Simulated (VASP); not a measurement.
# SnTe (Pm-3m) in VASP: a series of runs, part 2 of 2

VASP 6.6.1. The steps go on from the part before.

### 3 Single point, HSE06

This run uses another cell than the first one, of 31.55 Å³/atom, 1.060 times its volume.

The input, POSCAR:

```
SnTe
1.0
    3.9812821877      0.0000000000      0.0000000000
    0.0000000000      3.9812821877      0.0000000000
    0.0000000000      0.0000000000      3.9812821877
Te Sn
1 1
Direct
    0.5000000000      0.5000000000      0.5000000000
    0.0000000000      0.0000000000      0.0000000000
```

The input, INCAR.step1:

```
SYSTEM = SnTe
PREC = Accurate
ENCUT = 520
EDIFF = 1E-5
ISMEAR = -1
SIGMA = 0.05
LREAL = .FALSE.
LASPH = .TRUE.
NELM = 100
ALGO = Normal
ISIF = 2
LWAVE = .TRUE.
LCHARG = .FALSE.
GGA = PE
NBANDS = 17
```

The input, INCAR.step2:

```
SYSTEM = SnTe
PREC = Accurate
ENCUT = 520
EDIFF = 1E-7
ISMEAR = -1
SIGMA = 0.05
LREAL = .FALSE.
LASPH = .TRUE.
NELM = 100
ALGO = Normal
ISIF = 2
LWAVE = .FALSE.
LCHARG = .FALSE.
GGA = PE
LHFCALC = .TRUE.
HFSCREEN = 0.2079
PRECFOCK = Normal
ISTART = 1
NBANDS = 17
```

The input, KPOINTS:

```
Automatic mesh
0
G
  4 4 4
  0 0 0
```

Potentials or basis: VASP PAW PBE potentials, release 64 (Te, Sn_d).

On the command line:

```sh
cat potpaw_PBE.64/Te/POTCAR potpaw_PBE.64/Sn_d/POTCAR > POTCAR
cp INCAR.step1 INCAR
mpirun -np 1 vasp_std > vasp.out
cp INCAR.step2 INCAR
mpirun -np 1 vasp_std > vasp.out
```

OUTCAR:

```text
SYSTEM = SnTe
   PREC = Accurate
   ENCUT = 520
   EDIFF = 1E-7
   ISMEAR = -1
   LREAL = .FALSE.
   LASPH = .TRUE.
   NELM = 100
   ISIF = 2
   GGA = PE
   LHFCALC = .TRUE.
   HFSCREEN = 0.2079
   PRECFOCK = Normal
   ISTART = 1

 ion  position               nearest neighbor table
   1  0.500  0.500  0.500-   2 3.45   2 3.45   2 3.45   2 3.45   2 3.45   2 3.45   2 3.45   2 3.45

   2  0.000  0.000  0.000-   1 3.45   1 3.45   1 3.45   1 3.45   1 3.45   1 3.45   1 3.45   1 3.45

  LATTYP: Found a simple cubic cell.
 ALAT       =     3.9812821877

  Lattice vectors:

 A1 = (   3.9812821877,   0.0000000000,   0.0000000000)
 A2 = (   0.0000000000,   3.9812821877,   0.0000000000)
 A3 = (   0.0000000000,   0.0000000000,   3.9812821877)

Analysis of symmetry for initial positions (statically):
=====================================================================
 Subroutine PRICEL returns:
 Original cell was already a primitive cell.

 Routine SETGRP: Setting up the symmetry group for a
 simple cubic supercell.

 Subroutine GETGRP returns: Found 48 space group operations
 (whereof 48 operations were pure point group operations)
 out of a pool of 48 trial point group operations.

The static configuration has the point symmetry O_h .

Analysis of symmetry for dynamics (positions and initial velocities):
=====================================================================
 Subroutine PRICEL returns:
 Original cell was already a primitive cell.

 Routine SETGRP: Setting up the symmetry group for a
 simple cubic supercell.

 Subroutine GETGRP returns: Found 48 space group operations
 (whereof 48 operations were pure point group operations)
 out of a pool of 48 trial point group operations.

The dynamic configuration has the point symmetry O_h .

 Subroutine INISYM returns: Found 48 space group operations
 (whereof 48 operations are pure point group operations),
 and found     1 'primitive' translations

----------------------------------------------------------------------------------------

                                     Primitive cell

  volume of cell :      63.1057

  direct lattice vectors                    reciprocal lattice vectors
     3.981282188  0.000000000  0.000000000     0.251175363  0.000000000  0.000000000
     0.000000000  3.981282188  0.000000000     0.000000000  0.251175363  0.000000000
     0.000000000  0.000000000  3.981282188     0.000000000  0.000000000  0.251175363

  length of vectors
     3.981282188  3.981282188  3.981282188     0.251175363  0.251175363  0.251175363

  position of ions in fractional coordinates (direct lattice)
     0.500000000  0.500000000  0.500000000
     0.000000000  0.000000000  0.000000000

  ion indices of the primitive-cell ions
   primitive index   ion index
                 1           1
                 2           2

[... 28 lines left out ...]
  0.000000  0.000000  0.000000      1.000000
  0.250000  0.000000  0.000000      6.000000
  0.500000  0.000000  0.000000      3.000000
  0.250000  0.250000  0.000000     12.000000
  0.500000  0.250000  0.000000     12.000000
  0.500000  0.500000  0.000000      3.000000
  0.250000  0.250000  0.250000      8.000000
  0.500000  0.250000  0.250000     12.000000
  0.500000  0.500000  0.250000      6.000000
  0.500000  0.500000  0.500000      1.000000
   k-points           NKPTS =     10   k-points in BZ     NKDIM =     64   number of bands    NBANDS=     17
   number of dos      NEDOS =    301   number of ions     NIONS =      2
   total plane-waves  NPLWV =  27000
   dimension x,y,z NGX =    30 NGY =   30 NGZ =   30
   dimension x,y,z NGXF=    60 NGYF=   60 NGZF=   60
   ions per type =               1   1
   NGX,Y,Z   is equivalent  to a cutoff of  12.53, 12.53, 12.53 a.u.
   NGXF,Y,Z  is equivalent  to a cutoff of  25.05, 25.05, 25.05 a.u.
 SYSTEM =  SnTe
   PREC   = accura    normal or accurate (medium, high low for compatibility)
   ISTART =      1    job   : 0-new  1-cont  2-samecut
   ICHARG =      0    charge: 1-file 2-atom 10-const
   ISPIN  =      1    spin polarized calculation?
   LNONCOLLINEAR =      F non collinear calculations
   LSORBIT =      F    spin-orbit coupling
   LASPH  =      T    aspherical Exc in radial PAW
   ENCUT  =  520.0 eV  38.22 Ry    6.18 a.u.   7.40  7.40  7.40*2*pi/ulx,y,z
   NELM   =    100;   NELMIN=  2; NELMDL=  0     # of ELM steps
   EDIFF  = 0.1E-06   stopping-criterion for ELM
   LREAL  =      F    real-space projection
   EDIFFG = 0.1E-05   stopping-criterion for IOM
   NSW    =      0    number of steps for IOM
   IBRION =     -1    ionic relax: 0-MD 1-quasi-New 2-CG
   NFREE  =      0    steps in history (QN), initial steepest desc. (CG)
   ISIF   =      2    stress and relaxation
   ISYM   =      3    0-nonsym 1-usesym 2-fastsym
   POTIM  = 0.5000    time-step for ionic-motion
   TEBEG  =    0.0;   TEEND  =   0.0 temperature during run
   PSTRESS=    0.0 pullay stress
   NELECT =      20.0000    total number of electrons
   NUPDOWN=      -1.0000    fix difference up-down
   EMIN   =  10.00;   EMAX   =-10.00  energy-range for DOS
   EFERMI =   0.00;   METHOD = LEGACY
   ISMEAR =    -1;   SIGMA  =   0.05  broadening in eV -4-tet -1-fermi 0-gaus
   EFERMI_NEDOS =   21; number of points for ismear=-14 and -15
   IALGO  =     38    algorithm
   IMIX   =      1    mixing-type and parameters
     AMIX     =   0.40;   BMIX     =  1.00
     AMIX_MAG =   1.60;   BMIX_MAG =  1.00
  volume/ion in A,a.u.               =      31.55       212.93
  Fermi-wavevector in a.u.,A,eV,Ry     =   1.116165  2.109247 16.950479  1.245825
  Thomas-Fermi vector in A             =   2.252777
   LORBIT       =      0    0 simple, 1 ext, 2 COOP (PROOUT), +10 PAW based schemes
   GGA     = PE    functional components
   LHFCALC =     T    Hartree Fock is set to
   PRECFOCK=normal    Normal, Fast or Accurate (Low or Medium for compatibility)
   ENCUT4O =  -1.0   cutoff for four orbital integrals eV
   NKREDX  =     1    reduce k-point grid by
   NKREDY  =     1    reduce k-point grid by
   NKREDZ  =     1    reduce k-point grid by
   AEXX    =    0.2500 exact exchange contribution
   HFSCREEN=    0.2079 screening length (either q_TF or 0.3 A-1)
   HFSCREENC=   0.2079 screening length for correlation (either q_TF or 0.3 A-1)
   ENCUTFOCK=  -1.0 apply spherical cutoff to Coloumb kernel
   IVDW    =     0    specifies the selected vdW correction
   LEPSILON=     F    determine dielectric tensor
   LRPA    =     F    only Hartree local field effects (RPA)
 non-spin polarized calculation
  energy-cutoff  :      520.00
  volume of cell :       63.11
 maximum number of plane-waves:      1743
 NGX is ok and might be reduce to    30
  NGX = 24; NGY = 24; NGZ = 24

 number of electron      20.0000013 magnetization

 Free energy of the ion-electron system (eV)
  ---------------------------------------------------
  ext. energy  EPLUGINS =         0.00000000
  ---------------------------------------------------
  free energy    TOTEN  =        -8.25479678 eV

  energy without entropy =       -8.24048845  energy(sigma->0) =       -8.24764262

 E-fermi :   6.2712     XC(G=0):  -7.9905

 val. band max:        6.1704604003   @ k =   0.5000   0.2500   0.0000
 cond. band min:       6.3721049438   @ k =   0.5000   0.2500   0.2500
 fundamental gap:      0.2016445435
 Fermi energy:         6.2712294361

 k-point     1 :       0.0000    0.0000    0.0000
  band No.  band energies     occupation
      1     -17.9463      2.00000
      2     -17.9463      2.00000
      3     -17.9154      2.00000
      4     -17.9154      2.00000
      5     -17.9154      2.00000
      6      -6.9873      2.00000
[... 177 lines left out ...]
      4     -17.9057      2.00000
      5     -17.9057      2.00000
      6      -4.4285      2.00000
[... 9 lines left out ...]
     16      20.6008      0.00000
     17      21.8411      0.00000

------------------------ aborting loop because EDIFF is reached ----------------------------------------

  FORCE on cell =-STRESS in cart. coord.  units (eV):
  Direction    XX          YY          ZZ          XY          YZ          ZX
  --------------------------------------------------------------------------------------
  -------------------------------------------------------------------------------------
  Total       -0.8958316     -0.8958316     -0.8958316      0.0000000      0.0000000     -0.0000000
  in kB      -22.7440636    -22.7440636    -22.7440636      0.0000000      0.0000000     -0.0000000
  external PRESSURE =     -22.7440636 kB  Pullay stress =       0.0000000 kB

 VOLUME and BASIS-vectors are now :
 -----------------------------------------------------------------------------
  energy-cutoff  :      520.00
  volume of cell :       63.11
      direct lattice vectors                 reciprocal lattice vectors
     3.981282188  0.000000000  0.000000000     0.251175363  0.000000000  0.000000000
     0.000000000  3.981282188  0.000000000     0.000000000  0.251175363  0.000000000
     0.000000000  0.000000000  3.981282188     0.000000000  0.000000000  0.251175363

 POSITION                                       TOTAL-FORCE (eV/Angst)
 -----------------------------------------------------------------------------------
      1.99064      1.99064      1.99064         0.000000      0.000000      0.000000
      0.00000      0.00000      0.00000         0.000000      0.000000      0.000000
 -----------------------------------------------------------------------------------
    total drift:                                0.000000     -0.000000     -0.000001

  FREE ENERGIE OF THE ION-ELECTRON SYSTEM (eV)
  ---------------------------------------------------
  free  energy   TOTEN  =        -8.2547967790 eV

  energy  without entropy=       -8.2404884521  energy(sigma->0) =       -8.24764262
```

It used 1600 s of CPU time on 1 thread of AMD EPYC 7R13 Processor (Zen 3) (shared host).

What came out:

| Item | Value |
| --- | --- |
| Free energy | -8.2548 eV |
| Pressure | -2.3 GPa |
| Band gap on the k mesh | zero (band 10 reaches 6.51 eV, above the bottom of band 11 at 5.11 eV) |

Caveat: the k points lie up to 0.39 Å⁻¹ apart; the PAW data sets were made with another functional, which shifts forces and pressure a little; spin-orbit coupling is left out, which moves the levels of the heavy elements.

### 4 Single point, LDA (volume scaled by 0.92)

The input, INCAR:

```
PREC = Accurate
ENCUT = 520
EDIFF = 1E-7
ISMEAR = -5
SIGMA = 0.05
LREAL = F
LASPH = T
NELM = 80
ALGO = Normal
ISIF = 2
LWAVE = F
LCHARG = F
NBANDS = 17
```

The input, KPOINTS:

```
Automatic mesh
0
Gamma
  7 7 7
```

The input, POSCAR:

```
SnTe
1.0
    3.7976675900      0.0000000000      0.0000000000
    0.0000000000      3.7976675900      0.0000000000
    0.0000000000      0.0000000000      3.7976675900
Te Sn
1 1
Direct
    0.5000000000      0.5000000000      0.5000000000
    0.0000000000      0.0000000000      0.0000000000
```

Potentials or basis: VASP PAW LDA potentials, release 64 (Te, Sn_d).

On the command line:

```sh
cat potpaw_LDA.64/Te/POTCAR potpaw_LDA.64/Sn_d/POTCAR > POTCAR
mpirun -np 1 vasp_std > vasp.out
```

It took 22 s on 1 thread of Intel Xeon 8259CL, shared host; peak memory 0.15 GiB.

Results (log left out):

```
Free energy            : -8.4569 eV
Pressure               : -0.3 GPa
Band gap on the k mesh : zero (band 10 reaches 8.25 eV, above the bottom of band 11 at 6.77 eV)
```

Levels at points of the mesh, in eV from the Fermi level:
```
           k point  band 7  band 8  band 9  band 10  band 11  band 12  band 13  band 14
(0.00, 0.00, 0.00)   -5.07   -1.82   -1.82    -1.82     3.55     3.55     5.91     5.91
```

Caveat: the cell differs from its parent crystal (volume scaled by 0.92); spin-orbit coupling is left out, which moves the levels of the heavy elements; tetrahedron occupations give inexact forces and stress in metals.

### 5 The runs side by side

```tsv
level	potentials or basis	cell	k mesh	smearing	grid for exact exchange (PRECFOCK)	screening parameter	gap on the mesh (eV)	pressure (GPa)
HSE06	VASP PAW PBE potentials, release 64 (Te, Sn_d)	a = 3.905 Å, 2 atoms	4 × 4 × 4	fermi-dirac 0.05 eV	Normal	0.2079 1/Å	none	-0.9
HSE06	VASP PAW PBE potentials, release 64 (Te, Sn_d)	a = 3.981 Å, 2 atoms	4 × 4 × 4	fermi-dirac 0.05 eV	Normal	0.2079 1/Å	none	-2.3
LDA	VASP PAW LDA potentials, release 64 (Te, Sn_d)	a = 3.798 Å, 2 atoms	7 × 7 × 7	tetrahedron	-	-	none	-0.3
```

Alike in all rows: task single point; no spin polarisation; cutoff (eV) 520.

Caveats: some runs use coarse meshes; spin-orbit coupling is left out, which moves the levels of the heavy elements; the PAW data sets were made with another functional, which shifts forces and pressure a little (some runs); tetrahedron occupations give inexact forces and stress in metals (some runs).

Total energies depend on the potentials used, so only differences within one code and one set of settings carry meaning.
